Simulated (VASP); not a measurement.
# Hf (P6_3/mmc) in VASP: further runs

Hf is run at these levels: BLYP, PBEsol+D3(BJ), LDA; tasks: relaxation of cell and atoms, single point.

Program: VASP 6.6.1. These are calculated values, not measurements. Logs are shortened: lines on timing, memory, paths and dates and some standing lists are left out, and cuts for length are marked.

### 1 The cell of the first run

The structure is hexagonal, space group P6_3/mmc (No. 194). Conventional cell: a = 3.197 Å, b = 3.197 Å, c = 5.058 Å, α = 90.00°, β = 90.00°, γ = 120.00°. Within 4.1 Å of Hf (site symmetry -6m2) lie 12 Hf at 3.13 to 3.20 Å.

### 2 Relaxation of cell and atoms, BLYP

INCAR

```
SYSTEM = Hf
  AGGAC = 1.0
  AGGAX = 1.0
  ALDAC = 0.0
  ALDAX = 1.0
  ALGO = Normal
  EDIFF = 1E-7
  EDIFFG = -0.01
  ENCUT = 600
  GGA = B5
  IBRION = 2
  ISIF = 3
  ISMEAR = -1
  LASPH = .TRUE.
  LCHARG = .FALSE.
  LREAL = .FALSE.
  LWAVE = .FALSE.
  NELM = 100
  NSW = 80
  PREC = Accurate
  SIGMA = 0.05
```

KPOINTS

```
k-points
0
G
  10 10 5
  0 0 0
```

POSCAR

```
Hf
1.0
    3.1967000000      0.0000000000      0.0000000000
   -1.5983500000      2.7684234083      0.0000000000
    0.0000000000      0.0000000000      5.0578000000
Hf
2
Direct
    0.6666666667      0.3333333333      0.7500000000
    0.3333333333      0.6666666667      0.2500000000
```

Potentials or basis: VASP PAW PBE potentials, release 64 (Hf_pv).

Started as:

```sh
cat potpaw_PBE.64/Hf_pv/POTCAR > POTCAR
mpirun -np 1 vasp_std > vasp.out
```

OUTCAR:

```text
SYSTEM = Hf
   EDIFF = 1E-7
   EDIFFG = -0.01
   ENCUT = 600
   GGA = B5
   IBRION = 2
   ISIF = 3
   ISMEAR = -1
   LASPH = .TRUE.
   LREAL = .FALSE.
   NELM = 100
   NSW = 80
   PREC = Accurate

 ion  position               nearest neighbor table
   1  0.667  0.333  0.750-   2 3.13   2 3.13   2 3.13   2 3.13   2 3.13   2 3.13
   2  0.333  0.667  0.250-   1 3.13   1 3.13   1 3.13   1 3.13   1 3.13   1 3.13

  LATTYP: Found a hexagonal cell.
 ALAT       =     3.1967000000
 C/A-ratio  =     1.5821941377

  Lattice vectors:

 A1 = (   3.1967000000,   0.0000000000,   0.0000000000)
 A2 = (  -1.5983500000,   2.7684234083,   0.0000000000)
 A3 = (   0.0000000000,   0.0000000000,   5.0578000000)

Analysis of symmetry for initial positions (statically):
=====================================================================
 Subroutine PRICEL returns:
 Original cell was already a primitive cell.

 Routine SETGRP: Setting up the symmetry group for a
 hexagonal supercell.

 Subroutine GETGRP returns: Found 24 space group operations
 (whereof 12 operations were pure point group operations)
 out of a pool of 24 trial point group operations.

The static configuration has the point symmetry D_3d.
 The point group associated with its full space group is D_6h.

Analysis of symmetry for dynamics (positions and initial velocities):
=====================================================================
 Subroutine PRICEL returns:
 Original cell was already a primitive cell.

 Routine SETGRP: Setting up the symmetry group for a
 hexagonal supercell.

 Subroutine GETGRP returns: Found 24 space group operations
 (whereof 12 operations were pure point group operations)
 out of a pool of 24 trial point group operations.

The dynamic configuration has the point symmetry D_3d.
 The point group associated with its full space group is D_6h.

 Subroutine INISYM returns: Found 24 space group operations
 (whereof 12 operations are pure point group operations),
 and found     1 'primitive' translations

----------------------------------------------------------------------------------------

                                     Primitive cell

  volume of cell :      44.7606

  direct lattice vectors                    reciprocal lattice vectors
     3.196700000  0.000000000  0.000000000     0.312822598  0.180608211  0.000000000
    -1.598350000  2.768423408  0.000000000     0.000000000  0.361216423  0.000000000
     0.000000000  0.000000000  5.057800000     0.000000000  0.000000000  0.197714421

  length of vectors
     3.196700000  3.196700000  5.057800000     0.361216423  0.361216423  0.197714421

  position of ions in fractional coordinates (direct lattice)
     0.666666667  0.333333333  0.750000000
     0.333333333  0.666666667  0.250000000

  ion indices of the primitive-cell ions
   primitive index   ion index
                 1           1
                 2           2

----------------------------------------------------------------------------------------

 KPOINTS: k-points

Automatic generation of k-mesh.
 Grid dimensions read from file:
 generate k-points for:   10   10    5

 Generating k-lattice:

  Cartesian coordinates                     Fractional coordinates (reciprocal lattice)
     0.031282260  0.018060821  0.000000000     0.100000000 -0.000000000  0.000000000
     0.000000000  0.036121642  0.000000000     0.000000000  0.100000000  0.000000000
     0.000000000  0.000000000  0.039542884     0.000000000  0.000000000  0.200000000

  Length of vectors
     0.036121642  0.036121642  0.039542884

  Shift w.r.t. Gamma in fractional coordinates (k-lattice)
     0.000000000  0.000000000  0.000000000

 Subroutine IBZKPT returns following result:
 ===========================================

 Found     42 irreducible k-points:

 Following reciprocal coordinates:
            Coordinates               Weight
  0.000000  0.000000  0.000000      1.000000
  0.100000  0.000000  0.000000      6.000000
  0.200000  0.000000  0.000000      6.000000
  0.300000  0.000000  0.000000      6.000000
  0.400000  0.000000  0.000000      6.000000
  0.500000  0.000000  0.000000      3.000000
[... 16 lines left out ...]
  0.300000  0.100000  0.200000     24.000000
  0.400000  0.100000  0.200000     24.000000
 [... further k-points ...]
   k-points           NKPTS =     42   k-points in BZ     NKDIM =     42   number of bands    NBANDS=     14
   number of dos      NEDOS =    301   number of ions     NIONS =      2
   total plane-waves  NPLWV =  31360
   dimension x,y,z NGX =    28 NGY =   28 NGZ =   40
   dimension x,y,z NGXF=    56 NGYF=   56 NGZF=   80
   ions per type =               2
   NGX,Y,Z   is equivalent  to a cutoff of  14.56, 14.56, 13.15 a.u.
   NGXF,Y,Z  is equivalent  to a cutoff of  29.12, 29.12, 26.30 a.u.
 SYSTEM =  Hf
   PREC   = accura    normal or accurate (medium, high low for compatibility)
   ISTART =      0    job   : 0-new  1-cont  2-samecut
   ICHARG =      2    charge: 1-file 2-atom 10-const
   ISPIN  =      1    spin polarized calculation?
   LNONCOLLINEAR =      F non collinear calculations
   LSORBIT =      F    spin-orbit coupling
   LASPH  =      T    aspherical Exc in radial PAW
   ENCUT  =  600.0 eV  44.10 Ry    6.64 a.u.   6.38  6.38 10.10*2*pi/ulx,y,z
   NELM   =    100;   NELMIN=  2; NELMDL= -5     # of ELM steps
   EDIFF  = 0.1E-06   stopping-criterion for ELM
   LREAL  =      F    real-space projection
   EDIFFG = -.1E-01   stopping-criterion for IOM
   NSW    =     80    number of steps for IOM
   IBRION =      2    ionic relax: 0-MD 1-quasi-New 2-CG
   NFREE  =      1    steps in history (QN), initial steepest desc. (CG)
   ISIF   =      3    stress and relaxation
   ISYM   =      2    0-nonsym 1-usesym 2-fastsym
   POTIM  = 0.5000    time-step for ionic-motion
   TEBEG  =    0.0;   TEEND  =   0.0 temperature during run
   PSTRESS=    0.0 pullay stress
   NELECT =      20.0000    total number of electrons
   NUPDOWN=      -1.0000    fix difference up-down
   EMIN   =  10.00;   EMAX   =-10.00  energy-range for DOS
   EFERMI =   0.00;   METHOD = LEGACY
   ISMEAR =    -1;   SIGMA  =   0.05  broadening in eV -4-tet -1-fermi 0-gaus
   EFERMI_NEDOS =   21; number of points for ismear=-14 and -15
   IALGO  =     38    algorithm
   IMIX   =      4    mixing-type and parameters
     AMIX     =   0.40;   BMIX     =  1.00
     AMIX_MAG =   1.60;   BMIX_MAG =  1.00
  volume/ion in A,a.u.               =      22.38       151.03
  Fermi-wavevector in a.u.,A,eV,Ry     =   1.251563  2.365112 21.312311  1.566411
  Thomas-Fermi vector in A             =   2.385505
   LORBIT       =      0    0 simple, 1 ext, 2 COOP (PROOUT), +10 PAW based schemes
   GGA     = B5    functional components
   LHFCALC =     F    Hartree Fock is set to
   AEXX    =    0.0000 exact exchange contribution
   IVDW    =     0    specifies the selected vdW correction
   LEPSILON=     F    determine dielectric tensor
   LRPA    =     F    only Hartree local field effects (RPA)
 conjugate gradient relaxation of ions
 non-spin polarized calculation
  energy-cutoff  :      600.00
  volume of cell :       44.76
 maximum number of plane-waves:      1518
 NGX is ok and might be reduce to    28
   NGX = 13   NGY = 13   NGZ = 21

--------------------------------------- Ionic step        1  -------------------------------------------

 number of electron      20.0000001 magnetization

 Free energy of the ion-electron system (eV)
  ---------------------------------------------------
  ext. energy  EPLUGINS =         0.00000000
  ---------------------------------------------------
  free energy    TOTEN  =       -17.23357790 eV

  energy without entropy =      -17.22321177  energy(sigma->0) =      -17.22839484

------------------------ aborting loop because EDIFF is reached ----------------------------------------

  FORCE on cell =-STRESS in cart. coord.  units (eV):
  Direction    XX          YY          ZZ          XY          YZ          ZX
  --------------------------------------------------------------------------------------
  -------------------------------------------------------------------------------------
  Total        0.9663656      0.9663656      0.8984964     -0.0000000      0.0000000      0.0000000
  in kB       34.5904327     34.5904327     32.1611005     -0.0000000      0.0000000      0.0000000
  external PRESSURE =      33.7806553 kB  Pullay stress =       0.0000000 kB

 VOLUME and BASIS-vectors are now :
 -----------------------------------------------------------------------------
  energy-cutoff  :      600.00
  volume of cell :       44.76
      direct lattice vectors                 reciprocal lattice vectors
     3.196700000  0.000000000  0.000000000     0.312822598  0.180608211  0.000000000
    -1.598350000  2.768423408  0.000000000     0.000000000  0.361216423  0.000000000
     0.000000000  0.000000000  5.057800000     0.000000000  0.000000000  0.197714421
[... 109 lines left out ...]
 POSITION                                       TOTAL-FORCE (eV/Angst)
 -----------------------------------------------------------------------------------
      1.61532      0.93261      3.83080         0.000000     -0.000000      0.000000
     -0.00000      1.86521      1.27693        -0.000000      0.000000      0.000000
 -----------------------------------------------------------------------------------
    total drift:                               -0.000000      0.000000     -0.000000

  FREE ENERGIE OF THE ION-ELECTRON SYSTEM (eV)
  ---------------------------------------------------
  free  energy   TOTEN  =       -17.2482763889 eV

  energy  without entropy=      -17.2369050010  energy(sigma->0) =      -17.24259069

--------------------------------------- Ionic step        5  -------------------------------------------

 number of electron      20.0000002 magnetization

 Free energy of the ion-electron system (eV)
  ---------------------------------------------------
  ext. energy  EPLUGINS =         0.00000000
  ---------------------------------------------------
  free energy    TOTEN  =       -17.24833908 eV

  energy without entropy =      -17.23703166  energy(sigma->0) =      -17.24268537

 E-fermi :   5.2030     XC(G=0): -10.5660

 val. band max:        5.1897713136   @ k =   0.1000   0.1000   0.2000
 cond. band min:       5.2069078351   @ k =   0.0000   0.0000   0.4000
 fundamental gap:      0.0171365215
 Fermi energy:         5.2030185947

 k-point     1 :       0.0000    0.0000    0.0000
  band No.  band energies     occupation
      1     -25.8180      2.00000
      2     -25.1362      2.00000
      3     -25.1362      2.00000
      4     -25.0226      2.00000
      5     -25.0172      2.00000
      6     -25.0172      2.00000
      7      -1.9154      2.00000
      8       1.6337      2.00000
      9       6.0030      0.00000
     10       6.2908      0.00000
     11       6.2908      0.00000
     12       6.5769      0.00000
     13       7.0662      0.00000
     14       7.0662      0.00000

 k-point     2 :       0.1000    0.0000    0.0000
  band No.  band energies     occupation
      1     -25.7946      2.00000
      2     -25.1852      2.00000
      3     -25.1528      2.00000
      4     -25.0688      2.00000
      5     -25.0337      2.00000
      6     -25.0239      2.00000
      7      -1.6249      2.00000
      8       1.9167      2.00000
      9       5.5931      0.00082
     10       5.7053      0.00009
[... 362 lines left out ...]
 k-point    24 :       0.4000    0.1000    0.2000
  band No.  band energies     occupation
      1     -25.6796      2.00000
      2     -25.5623      2.00000
      3     -25.3986      2.00000
      4     -25.2892      2.00000
      5     -25.2030      2.00000
      6     -25.1363      2.00000
      7       1.8851      2.00000
      8       2.8514      2.00000
      9       3.6232      2.00000
     10       4.1511      2.00000
     11       5.8075      0.00001
     12       6.2223      0.00000
     13       6.7809      0.00000
     14       9.7216      0.00000

 [... further k-points ...]
[... 5 lines left out ...]
  --------------------------------------------------------------------------------------
  -------------------------------------------------------------------------------------
  Total        0.0189142      0.0189142     -0.0087652      0.0000000      0.0000000      0.0000000
  in kB        0.6563760      0.6563760     -0.3041754      0.0000000      0.0000000      0.0000000
  external PRESSURE =       0.3361922 kB  Pullay stress =       0.0000000 kB

 VOLUME and BASIS-vectors are now :
 -----------------------------------------------------------------------------
  energy-cutoff  :      600.00
  volume of cell :       46.17
      direct lattice vectors                 reciprocal lattice vectors
     3.232534683 -0.000000000  0.000000000     0.309354763  0.178606056 -0.000000000
    -1.616267341  2.799457154 -0.000000000     0.000000000  0.357212111 -0.000000000
    -0.000000000  0.000000000  5.101866989    -0.000000000  0.000000000  0.196006678

 POSITION                                       TOTAL-FORCE (eV/Angst)
 -----------------------------------------------------------------------------------
      1.61627      0.93315      3.82640        -0.000000     -0.000000      0.000000
     -0.00000      1.86630      1.27547         0.000000      0.000000      0.000000
 -----------------------------------------------------------------------------------
    total drift:                               -0.000000      0.000000     -0.000000

  FREE ENERGIE OF THE ION-ELECTRON SYSTEM (eV)
  ---------------------------------------------------
  free  energy   TOTEN  =       -17.2483390818 eV

  energy  without entropy=      -17.2370316613  energy(sigma->0) =      -17.24268537

 reached required accuracy - stopping structural energy minimisation
```

Run time: 3.6 min. Hardware: 1 thread of Intel Xeon 8259CL, shared host; peak memory 0.2 GiB.

Results:

```
Free energy                           : -17.2483 eV
Relaxed volume                        : 23.08 Å³/atom
Relaxed cell                          : a = 3.233 Å, b = 3.233 Å, c = 5.102 Å, α = 90.00°, β = 90.00°, γ = 120.00°
Space group after relaxing (to 0.1 Å) : P6_3/mmc (No. 194)
Energy gained by relaxing             : 7.4 meV/atom
Ionic steps                           : 5
Pressure after relaxing               : 0.0 GPa
Band gap on the k mesh                : zero (bands 10 and 11 overlap by 1.39 eV)
```

Stress tensor (GPa, compression positive):
```
 0.07  0.00  0.00
 0.00  0.07  0.00
 0.00  0.00 -0.03
```

Step by step:
```tsv
step	energy change (eV)	largest force (eV/Å)	pressure (GPa)	volume (Å³)
1	0.0000	0.0000	3.38	44.76
2	0.0043	0.0000	-3.49	47.89
3	-0.0147	0.0000	-0.03	46.20
4	-0.0147	0.0000	0.03	46.17
5	-0.0148	0.0000	0.03	46.17
```

Final structure:
```
CELL_PARAMETERS angstrom
3.23253 0.00000 0.00000
-1.61627 2.79946 0.00000
0.00000 0.00000 5.10187
ATOMIC_POSITIONS crystal
Hf 0.66667 0.33333 0.75000
Hf 0.33333 0.66667 0.25000
```

Caveat: the PAW data sets were made with another functional, which shifts forces and pressure a little; spin-orbit coupling is left out, which moves the levels of the heavy elements.

(Part 1 of 2 ends here.)
